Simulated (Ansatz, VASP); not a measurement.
## V in VASP and in Ansatz

```
V
1.0
    -1.46761    1.46761    1.55839
     1.46761   -1.46761    1.55839
     1.46761    1.46761   -1.55839
V
1
Direct
  0.00000 0.00000 0.00000
```

Change from the starting cell: strain -0.030 along x and y, +0.030 along z, atoms carried along.

Alike in both runs: task single point; functional PBE; k mesh 22 × 22 × 22; occupations gaussian, width 0.15 eV; no spin polarisation.

|  | VASP | Ansatz |
| --- | --- | --- |
| version | VASP 6.6.1 | Ansatz 0.2.0 |
| potentials or method | VASP PAW PBE potentials, release 64 (V_sv), cutoff 520 eV | scalar-relativistic, plane waves, PAW |
| valence electrons in the cell | 13 | 13 |

VASP gave:

| Quantity | Value |
| --- | --- |
| gap on the k mesh at the Fermi level (eV) | none |
| pressure (GPa) | 1.0 |
| traceless stress, the component that is largest in VASP (GPa) | -5.02 |

Task: Which values does Ansatz return?

Result: gap on the k mesh at the Fermi level (eV): none; pressure (GPa): 0.8; traceless stress, the component that is largest in VASP (GPa): -5.02.

A gap of «none» marks a metal or a gap that the smearing closes. The functional is the same, so the differences come from potentials, cutoffs and numerics.
